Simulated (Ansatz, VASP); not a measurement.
## Two plane-wave programs on Ta2N

File INCAR:

```
PREC = Accurate
ENCUT = 520
EDIFF = 1E-7
ISMEAR = 0
SIGMA = 0.15
LREAL = False
LASPH = True
NELM = 60
ALGO = Normal
ISIF = 2
LWAVE = False
LCHARG = False
GGA = PS
NBANDS = 20
```

Contents of KPOINTS:

```
regular mesh
0
Gamma
  15 15 8
```

POSCAR

```
Ta2N
1.0
    3.0782595490      0.0000000000      0.0000000000
   -1.5391297745      2.6658509688      0.0000000000
    0.0000000000      0.0000000000      4.9083517634
Ta N
2 1
Direct
    0.6666666667      0.3333333333      0.7463700642
    0.3333333333      0.6666666667      0.2536299358
    0.0000000000      0.0000000000      0.0000000000
```

Input for Ansatz:

```yaml
crystal:
  lattice:
    - [3.078259549, 0.0, 0.0]
    - [-1.5391297745, 2.6658509688, 0.0]
    - [0.0, 0.0, 4.9083517634]
  atoms:
    - { symbol: Ta, position: [0.6666666667, 0.3333333333, 0.7463700642] }
    - { symbol: Ta, position: [0.3333333333, 0.6666666667, 0.2536299358] }
    - { symbol: "N", position: [0.0, 0.0, 0.0] }
basis:
  ecutwfc: 520.0
kpoints:
  mp_grid: { grid: [15, 15, 8] }
hamiltonian:
  xc: pbesol
  pseudopotentials: { kind: paw, azcp: { folder: soft_1 } }
scf:
  occupations: { method: gaussian, width: 0.15 }
output:
  forces: true
  stress: true
  eigenvalues: true
```

Change from the starting cell: engineering shear strain xy +0.0000, normal strain along z +0.0175.

Alike in both runs: task single point; functional PBEsol; k mesh 15 × 15 × 8; occupations gaussian, width 0.15 eV; no spin polarisation.

```csv
,VASP,Ansatz
version,VASP 6.6.1,Ansatz 0.2.0
potentials or method,"VASP PAW PBE potentials, release 64 (Ta_pv, N), cutoff 520 eV","scalar-relativistic, plane waves, PAW"
valence electrons in the cell,27,31
```

Ansatz gave:

* gap on the k mesh at the Fermi level (eV): none
* pressure (GPa): -5.0
* traceless stress, the component that is largest in VASP (GPa): -2.46
* rms of the force components (eV/Å): 0.012

Task: What did VASP give for the same quantities?

Result: gap on the k mesh at the Fermi level (eV): none; pressure (GPa): -4.5; traceless stress, the component that is largest in VASP (GPa): -2.55; rms of the force components (eV/Å): 0.037.

VASP's potentials were made for PBE, not for PBEsol, and Ansatz warns of the same on its side. Atom by atom the forces differ by 0.024 eV/Å (rms over components). A gap of «none» marks a metal or a gap that the smearing closes. The functional is the same, so the differences come from potentials, cutoffs and numerics. VASP's potentials hold 27 valence electrons a cell and Ansatz's 31, so a difference there can come from the potentials and not from the codes.

Spin-orbit coupling is off throughout.
